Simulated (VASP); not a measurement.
# HC4 in VASP: relaxation of the atoms with PBE

Aim: the relaxation of the atoms of HC4 with PBE.

All numbers are computed with VASP 6.6.1; they aren't measurements. Logs are shortened: lines on timing, memory, paths and dates and some standing lists are left out, and cuts for length are marked.

**1. The cell of the first run**

The cell holds a slab with vacuum, 30 atoms: a = 7.573 Å, b = 5.049 Å, c = 15.676 Å, α = 90.00°, β = 90.00°, γ = 60.00°.

**2. Relaxation of the atoms, PBE**

Input file INCAR:

```
SYSTEM = HC4
  PREC = Accurate
  ENCUT = 520
  EDIFF = 1E-6
  ISMEAR = -1
  SIGMA = 0.02
  LREAL = Auto
  LASPH = .TRUE.
  NELM = 60
  ALGO = Normal
  ISIF = 2
  LWAVE = .FALSE.
  LCHARG = .FALSE.
  GGA = PE
  IBRION = 2
  NSW = 45
  EDIFFG = -0.08
  KPAR = 2
```

Input file KPOINTS:

```
Automatic mesh
0
G
  2 3 1
  0 0 0
```

Input file POSCAR:

```
HC4
1.0
    7.5731140000      0.0000000000      0.0000000000
    2.5243710000      4.3723390000      0.0000000000
    0.0000000000      0.0000000000     15.6764260000
H C
6 24
Selective dynamics
Direct
    0.1111111000      0.1666667000      0.0637901000  F F F
    0.4444444000      0.1666667000      0.0637901000  F F F
    0.7777778000      0.1666667000      0.0637901000  F F F
    0.1111111000      0.6666667000      0.0637901000  F F F
    0.4444444000      0.6666667000      0.0637901000  F F F
    0.7777778000      0.6666667000      0.0637901000  F F F
    0.1111111000      0.1666667000      0.1339591000  F F F
    0.4444444000      0.1666667000      0.1339591000  F F F
    0.7777778000      0.1666667000      0.1339591000  F F F
    0.1111111000      0.6666667000      0.1339591000  F F F
    0.4444444000      0.6666667000      0.1339591000  F F F
    0.7777778000      0.6666667000      0.1339591000  F F F
   -0.1111111000      0.3333333000      0.1668292000  F F F
    0.2222222000      0.3333333000      0.1668292000  F F F
    0.5555556000      0.3333333000      0.1668292000  F F F
   -0.1111111000      0.8333333000      0.1668292000  F F F
    0.2222222000      0.8333333000      0.1668292000  F F F
    0.5555556000      0.8333333000      0.1668292000  F F F
   -0.1111111000      0.3333333000      0.2654394000  T T T
    0.2222222000      0.3333333000      0.2654394000  T T T
    0.5555556000      0.3333333000      0.2654394000  T T T
   -0.1111111000      0.8333333000      0.2654394000  T T T
    0.2222222000      0.8333333000      0.2654394000  T T T
    0.5555556000      0.8333333000      0.2654394000  T T T
    0.0000000000      0.0000000000      0.2983094000  T T T
    0.3333333000      0.0000000000      0.2983094000  T T T
    0.6666667000      0.0000000000      0.2983094000  T T T
    0.0000000000      0.5000000000      0.2983094000  T T T
    0.3333333000      0.5000000000      0.2983094000  T T T
    0.6666667000      0.5000000000      0.2983094000  T T T
```

Potentials or basis: VASP PAW PBE potentials, release 64 (H, C).

Launch:

```
cat potpaw_PBE.64/H/POTCAR potpaw_PBE.64/C/POTCAR > POTCAR
mpirun -np 2 vasp_std > vasp.out
```

OUTCAR:

```text
SYSTEM = HC4
   PREC = Accurate
   ENCUT = 520
   EDIFF = 1E-6
   ISMEAR = -1
   LREAL = Auto
   LASPH = .TRUE.
   NELM = 60
   ISIF = 2
   GGA = PE
   IBRION = 2
   NSW = 45
   EDIFFG = -0.08

 ion  position               nearest neighbor table
   1  0.111  0.167  0.064-   7 1.10
   2  0.444  0.167  0.064-   8 1.10
   3  0.778  0.167  0.064-   9 1.10
   4  0.111  0.667  0.064-  10 1.10
   5  0.444  0.667  0.064-  11 1.10
   6  0.778  0.667  0.064-  12 1.10
   7  0.111  0.167  0.134-   1 1.10  14 1.55  13 1.55  17 1.55
   8  0.444  0.167  0.134-   2 1.10  14 1.55  18 1.55  15 1.55
   9  0.778  0.167  0.134-   3 1.10  13 1.55  15 1.55  16 1.55
  10  0.111  0.667  0.134-   4 1.10  17 1.55  16 1.55  14 1.55
  11  0.444  0.667  0.134-   5 1.10  17 1.55  15 1.55  18 1.55
  12  0.778  0.667  0.134-   6 1.10  16 1.55  18 1.55  13 1.55
[... 10 lines left out ...]
  23  0.222  0.833  0.265-  29 1.55  25 1.55  26 1.55  17 1.55
  24  0.556  0.833  0.265-  30 1.55  27 1.55  18 1.55  26 1.55
  25  0.000  0.000  0.298-  19 1.55  23 1.55  22 1.55
  26  0.333  0.000  0.298-  20 1.55  23 1.55  24 1.55
  27  0.667  0.000  0.298-  21 1.55  22 1.55  24 1.55
  28  0.000  0.500  0.298-  22 1.55  20 1.55  19 1.55
  29  0.333  0.500  0.298-  23 1.55  20 1.55  21 1.55
  30  0.667  0.500  0.298-  24 1.55  19 1.55  21 1.55

  LATTYP: Found a simple monoclinic cell.
 ALAT       =     5.0487421480
 B/A-ratio  =     3.1050161685
 C/A-ratio  =     1.3228757886
 COS(beta)  =    -0.1889821759

  Lattice vectors:

 A1 = (   2.5243710000,   4.3723390000,   0.0000000000)
 A2 = (   0.0000000000,   0.0000000000,  15.6764260000)
 A3 = (   5.0487430000,  -4.3723390000,   0.0000000000)

Analysis of symmetry for initial positions (statically):
=====================================================================
 Subroutine PRICEL returns following result:

  LATTYP: Found a hexagonal cell.
 ALAT       =     2.5243710740
 C/A-ratio  =     6.2100323370
[... 12 lines left out ...]
 Subroutine GETGRP returns: Found  1 space group operations
 (whereof  1 operations were pure point group operations)
 out of a pool of  4 trial point group operations.

The static configuration has the point symmetry C_1 .

Analysis of symmetry for dynamics (positions and initial velocities):
=====================================================================
 Subroutine PRICEL returns following result:

  LATTYP: Found a hexagonal cell.
 ALAT       =     2.5243710740
 C/A-ratio  =     6.2100323370
[... 12 lines left out ...]
 Subroutine GETGRP returns: Found  1 space group operations
 (whereof  1 operations were pure point group operations)
 out of a pool of  4 trial point group operations.

The dynamic configuration has the point symmetry C_1 .

Analysis of constrained symmetry for selective dynamics:
=====================================================================
 Subroutine PRICEL returns following result:

  LATTYP: Found a hexagonal cell.
 ALAT       =     2.5243710740
 C/A-ratio  =     6.2100323370
[... 12 lines left out ...]
 Subroutine GETGRP returns: Found  1 space group operations
 (whereof  1 operations were pure point group operations)
 out of a pool of  4 trial point group operations.

The constrained configuration has the point symmetry C_1 .

 Subroutine INISYM returns: Found  1 space group operations
 (whereof  1 operations are pure point group operations),
 and found     6 'primitive' translations

----------------------------------------------------------------------------------------

                                     Primitive cell

  volume of cell :      86.5135

  direct lattice vectors                    reciprocal lattice vectors
    -1.262185500 -2.186169500  0.000000000     0.000000000 -0.457421074  0.000000000
     2.524371081  0.000000000  0.000000000     0.396138273 -0.228710530  0.000000000
     0.000000000  0.000000000 15.676426000     0.000000000  0.000000000  0.063790050

  length of vectors
     2.524371074  2.524371081 15.676426000     0.457421074  0.457421072  0.063790050

  position of ions in fractional coordinates (direct lattice)
     0.666666600  0.333333333  0.063790100
     0.666666600  0.333333333  0.133959100
     0.333333400  0.666666667  0.166829200
     0.333333400  0.666666667  0.265439400
     0.000000000  0.000000000  0.298309400

  ion indices of the primitive-cell ions
[... 44 lines left out ...]
|                                                                             |
 -----------------------------------------------------------------------------

 Subroutine IBZKPT returns following result:
 ===========================================

 Found      4 irreducible k-points:

 Following reciprocal coordinates:
            Coordinates               Weight
  0.000000  0.000000  0.000000      1.000000
  0.500000  0.000000  0.000000      1.000000
  0.000000  0.333333  0.000000      2.000000
  0.500000  0.333333  0.000000      2.000000
   k-points           NKPTS =      4   k-points in BZ     NKDIM =      4   number of bands    NBANDS=     67
   number of dos      NEDOS =    301   number of ions     NIONS =     30
   total plane-waves  NPLWV = 268800
   dimension x,y,z NGX =    56 NGY =   40 NGZ =  120
   dimension x,y,z NGXF=   112 NGYF=   80 NGZF=  240
   ions per type =               6  24
   NGX,Y,Z   is equivalent  to a cutoff of  12.29, 13.17, 12.73 a.u.
   NGXF,Y,Z  is equivalent  to a cutoff of  24.59, 26.34, 25.45 a.u.
 SYSTEM =  HC4
   PREC   = accura    normal or accurate (medium, high low for compatibility)
   ISTART =      0    job   : 0-new  1-cont  2-samecut
   ICHARG =      2    charge: 1-file 2-atom 10-const
   ISPIN  =      1    spin polarized calculation?
   LNONCOLLINEAR =      F non collinear calculations
   LSORBIT =      F    spin-orbit coupling
   LASPH  =      T    aspherical Exc in radial PAW
   ENCUT  =  520.0 eV  38.22 Ry    6.18 a.u.  14.08  9.39 29.15*2*pi/ulx,y,z
   NELM   =     60;   NELMIN=  2; NELMDL= -5     # of ELM steps
   EDIFF  = 0.1E-05   stopping-criterion for ELM
   LREAL  =      T    real-space projection
   EDIFFG = -.8E-01   stopping-criterion for IOM
   NSW    =     45    number of steps for IOM
   IBRION =      2    ionic relax: 0-MD 1-quasi-New 2-CG
   NFREE  =      1    steps in history (QN), initial steepest desc. (CG)
   ISIF   =      2    stress and relaxation
   ISYM   =      2    0-nonsym 1-usesym 2-fastsym
   POTIM  = 0.5000    time-step for ionic-motion
   TEBEG  =    0.0;   TEEND  =   0.0 temperature during run
   PSTRESS=    0.0 pullay stress
   NELECT =     102.0000    total number of electrons
   NUPDOWN=      -1.0000    fix difference up-down
   EMIN   =  10.00;   EMAX   =-10.00  energy-range for DOS
   EFERMI =   0.00;   METHOD = LEGACY
   ISMEAR =    -1;   SIGMA  =   0.02  broadening in eV -4-tet -1-fermi 0-gaus
   EFERMI_NEDOS =   21; number of points for ismear=-14 and -15
   IALGO  =     38    algorithm
   IMIX   =      4    mixing-type and parameters
     AMIX     =   0.40;   BMIX     =  1.00
     AMIX_MAG =   1.60;   BMIX_MAG =  1.00
  volume/ion in A,a.u.               =      17.30       116.76
  Fermi-wavevector in a.u.,A,eV,Ry     =   0.951765  1.798575 12.324929  0.905857
  Thomas-Fermi vector in A             =   2.080266
   LORBIT       =      0    0 simple, 1 ext, 2 COOP (PROOUT), +10 PAW based schemes
   GGA     = PE    functional components
   LHFCALC =     F    Hartree Fock is set to
   AEXX    =    0.0000 exact exchange contribution
   IVDW    =     0    specifies the selected vdW correction
   LEPSILON=     F    determine dielectric tensor
   LRPA    =     F    only Hartree local field effects (RPA)
 conjugate gradient relaxation of ions
 non-spin polarized calculation
  energy-cutoff  :      520.00
  volume of cell :      519.08
 maximum number of plane-waves:     14025
   NGX = 29   NGY = 19   NGZ = 59

--------------------------------------- Ionic step        1  -------------------------------------------

 number of electron     102.0000000 magnetization

 Free energy of the ion-electron system (eV)
  ---------------------------------------------------
  ext. energy  EPLUGINS =         0.00000000
  ---------------------------------------------------
  free energy    TOTEN  =      -225.41389869 eV

  energy without entropy =     -225.33116182  energy(sigma->0) =     -225.37253025

 E-fermi :  -0.2250     XC(G=0):  -4.9753

 val. band max:       -0.2270773439   @ k =   0.5000   0.0000   0.0000
 cond. band min:      -0.1729348473   @ k =   0.5000   0.0000   0.0000
 fundamental gap:      0.0541424967
 Fermi energy:        -0.2250456645

 k-point     1 :       0.0000    0.0000    0.0000
  band No.  band energies     occupation
      1     -20.8369      2.00000
      2     -18.1945      2.00000
      3     -18.1944      2.00000
      4     -17.7703      2.00000
      5     -16.3391      2.00000
      6     -16.3391      2.00000
[... 253 lines left out ...]
     62       5.6026      0.00000
     63       6.3980      0.00000
 [bands above 63 left out]

------------------------ aborting loop because EDIFF is reached ----------------------------------------

  FORCE on cell =-STRESS in cart. coord.  units (eV):
  Direction    XX          YY          ZZ          XY          YZ          ZX
  --------------------------------------------------------------------------------------
  -------------------------------------------------------------------------------------
  Total        0.9907398      1.0222362     -9.9971178      0.0019184      0.0053639      0.0038266
  in kB        3.0579812      3.1551970    -30.8567380      0.0059212      0.0165562      0.0118112
  external PRESSURE =      -8.2145199 kB  Pullay stress =       0.0000000 kB
[... 115 lines left out ...]
--------------------------------------- Ionic step        3  -------------------------------------------

 number of electron     101.9999997 magnetization

 Free energy of the ion-electron system (eV)
  ---------------------------------------------------
  ext. energy  EPLUGINS =         0.00000000
  ---------------------------------------------------
  free energy    TOTEN  =      -228.41708817 eV

  energy without entropy =     -228.41052329  energy(sigma->0) =     -228.41380573

 E-fermi :   0.4788     XC(G=0):  -4.9860

 val. band max:        0.3805080666   @ k =   0.0000   0.0000   0.0000
 cond. band min:       0.5629293322   @ k =   0.0000   0.0000   0.0000
 fundamental gap:      0.1824212655
 Fermi energy:         0.4788336202

 k-point     1 :       0.0000    0.0000    0.0000
  band No.  band energies     occupation
      1     -20.8390      2.00000
      2     -18.1976      2.00000
      3     -18.1975      2.00000
      4     -18.1127      2.00000
      5     -16.3279      2.00000
      6     -16.3279      2.00000
[... 253 lines left out ...]
     62       5.4441      0.00000
     63       6.3031      0.00000
 [bands above 63 left out]

------------------------ aborting loop because EDIFF is reached ----------------------------------------

  FORCE on cell =-STRESS in cart. coord.  units (eV):
  Direction    XX          YY          ZZ          XY          YZ          ZX
  --------------------------------------------------------------------------------------
  -------------------------------------------------------------------------------------
  Total        1.5060319      1.5449000     -4.6867940      0.0040990      0.0059918      0.0018794
  in kB        4.6484629      4.7684320    -14.4660871      0.0126517      0.0184940      0.0058008
  external PRESSURE =      -1.6830641 kB  Pullay stress =       0.0000000 kB
[... 45 lines left out ...]
  FREE ENERGIE OF THE ION-ELECTRON SYSTEM (eV)
  ---------------------------------------------------
  free  energy   TOTEN  =      -228.4170881667 eV

  energy  without entropy=     -228.4105232897  energy(sigma->0) =     -228.41380573

 reached required accuracy - stopping structural energy minimisation
```

It took 15 min on 2 MPI ranks of Intel Xeon Platinum 8375C at 2.90GHz (Ice Lake), shared host; peak memory 0.67 GiB.

What came out:

```
Free energy               : -228.4171 eV
Energy gained by relaxing : 100.1 meV/atom
Ionic steps               : 3
Band gap on the k mesh    : zero (bands 51 and 52 overlap by 0.18 eV)
```

The path:
```
step  energy change (eV)  largest force on free atoms (eV/Å)  pressure (GPa)
   1              0.0000                              4.5904           -0.82
   2             -1.8861                              2.2155            0.36
   3             -3.0032                              0.0322           -0.17
```

Final structure:
```
H C
1.0
     7.57311    0.00000    0.00000
     2.52437    4.37234    0.00000
     0.00000    0.00000   15.67643
H C
6 24
Direct
  0.11111 0.16667 0.06379
  0.44444 0.16667 0.06379
  0.77778 0.16667 0.06379
  0.11111 0.66667 0.06379
  0.44444 0.66667 0.06379
  0.77778 0.66667 0.06379
  0.11111 0.16667 0.13396
  0.44444 0.16667 0.13396
  0.77778 0.16667 0.13396
  0.11111 0.66667 0.13396
  0.44444 0.66667 0.13396
  0.77778 0.66667 0.13396
  0.88889 0.33333 0.16683
  0.22222 0.33333 0.16683
  0.55556 0.33333 0.16683
  0.88889 0.83333 0.16683
  0.22222 0.83333 0.16683
  0.55556 0.83333 0.16683
  0.88889 0.33333 0.27381
  0.22222 0.33333 0.27381
  0.55555 0.33333 0.27381
  0.88889 0.83333 0.27381
  0.22222 0.83333 0.27381
  0.55555 0.83333 0.27381
  0.00000 0.00000 0.29097
  0.33333 0.00000 0.29097
  0.66667 0.00000 0.29097
  0.00000 0.50000 0.29097
  0.33333 0.50000 0.29097
  0.66667 0.50000 0.29097
```

Levels at points of the mesh, in eV from the Fermi level:
```csv
k point,band 48,band 49,band 50,band 51,band 52,band 53,band 54,band 55
"(0.00, 0.00, 0.00)",-2.20,-0.17,-0.16,-0.10,-0.10,0.08,0.08,2.03
"(0.50, 0.00, 0.00)",-3.16,-0.17,-0.17,-0.10,-0.10,0.30,0.30,2.37
```

Caveat: the k points lie up to 0.48 Å⁻¹ apart; there is no dipole correction, which matters where the two faces differ.

The gap in the log of VASP goes by the Fermi energy; the results here count the filled bands.